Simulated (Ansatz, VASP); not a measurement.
**One calculation of PtSe2, two programs**

```
Pt Se
1.0
     3.72400    0.00000    0.00000
    -1.86200    3.22508    0.00000
     0.00000    0.00000    5.06200
Pt Se
1 2
Direct
  0.00000 0.00000 0.00000
  0.33333 0.66667 0.25000
  0.66667 0.33333 0.75000
```

Alike in both runs: task relaxation of cell and atoms; functional LDA; k mesh 10 × 10 × 6; occupations fermi-dirac, width 0.1 eV; no spin polarisation.

|  | VASP | Ansatz |
| --- | --- | --- |
| version | VASP 6.6.1 | Ansatz 0.2.0 |
| potentials or method | VASP PAW LDA potentials, release 64 (Pt, Se) | PAW with Ansatz's default frozen-core files, scalar-relativistic |
| plane-wave cutoff (eV) | 600 | 420 |
| valence electrons in the cell | 22 | 50 |

```csv
,VASP,Ansatz,Ansatz less VASP
relaxed volume (Å³/atom),19.28,19.25,-0.030
relaxed length of the cell vector where the two differ most in proportion (Å),3.747,3.743,-0.0040
```

LDA's correlation is that of Perdew and Zunger in VASP and of Perdew and Wang (1992) in Ansatz. VASP's potentials hold 22 valence electrons a cell and Ansatz's 50, so a difference there can come from the potentials and not from the codes.

Neither program's run includes spin-orbit coupling.
